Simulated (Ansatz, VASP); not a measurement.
# Pd in VASP and in Ansatz

POSCAR

```
Pd
1.0
    0.0000000000      1.9567730079      1.9567730079
    1.9567730079      0.0000000000      1.9567730079
    1.9567730079      1.9567730079      0.0000000000
Pd
1
Direct
    0.0000000000      0.0000000000      0.0000000000
```

INCAR.step1

```
SYSTEM = Pd
  PREC = Accurate
  ENCUT = 520
  ISMEAR = -1
  SIGMA = 0.05
  LREAL = .FALSE.
  LASPH = .TRUE.
  NELM = 150
  ISPIN = 2
  MAGMOM = 0.436
  LMAXMIX = 4
  NBANDS = 15
  GGA = PE
  ALGO = Normal
  EDIFF = 1E-4
  LWAVE = .TRUE.
  LCHARG = .FALSE.
```

Contents of INCAR.step2:

```
SYSTEM = Pd
  PREC = Accurate
  ENCUT = 520
  EDIFF = 1E-6
  ISMEAR = -1
  SIGMA = 0.05
  LREAL = .FALSE.
  LASPH = .TRUE.
  NELM = 150
  ALGO = Normal
  ISIF = 2
  LWAVE = .FALSE.
  LCHARG = .TRUE.
  ISPIN = 2
  MAGMOM = 0.436
  LORBIT = 11
  LMAXMIX = 4
  METAGGA = R2SCAN
  LMIXTAU = .TRUE.
  LELF = .TRUE.
  LVHAR = .TRUE.
  NBANDS = 15
  ISTART = 1
```

KPOINTS

```
regular mesh
0
G
  5 5 5
  0 0 0
```

Input for Ansatz:

```yaml
crystal:
  lattice:
    - [0.0, 1.9567730079, 1.9567730079]
    - [1.9567730079, 0.0, 1.9567730079]
    - [1.9567730079, 1.9567730079, 0.0]
  atoms:
    - { symbol: Pd, position: [0.0, 0.0, 0.0], spin: 0.436 }
hamiltonian:
  xc: r2scan
  pseudopotentials:
    kind: paw
    azcp:
      Pd: "pseudopotentials/Pd.paw.azcp"
basis:
  ecutwfc: 500
  fft_grid_basis: typed
kpoints:
  mp_grid: { grid: [5, 5, 5], shift: [0, 0, 0] }
magnetization:
  spin_polarized: true
scf:
  occupations: { method: fermi_dirac, width: 0.05 }
  lower_state_search: "off"
output:
  stress: true
```

Alike in both runs: task single point; functional r2SCAN; k mesh 5 × 5 × 5; occupations fermi-dirac, width 0.05 eV; collinear spin.

|  | VASP | Ansatz |
| --- | --- | --- |
| version | VASP 6.6.1 | Ansatz 0.2.0 |
| potentials or method | VASP PAW PBE potentials, release 64 (Pd), cutoff 520 eV | plane waves (500 eV) with PAW, scalar-relativistic |
| valence electrons in the cell | 10 | 18 |

Ansatz gave:

- pressure (GPa): 1.6
- net moment per atom (μB): 0.37
- size of the moment on the site where the two differ most (μB): 0.38

**Question.** What did VASP give for the same quantities?

**Answer.** Pressure (GPa): 2.3; net moment per atom (μB): 0.37; size of the moment on the site where the two differ most (μB): 0.37.

VASP's potentials were made for PBE, not for r2SCAN. Site moments also hang on the region over which each program counts them. VASP's potentials hold 10 valence electrons a cell and Ansatz's 18, so a difference there can come from the potentials and not from the codes. Ansatz's warnings: stability check not made.

The k mesh is coarse, so the values compare programs but aren't converged.
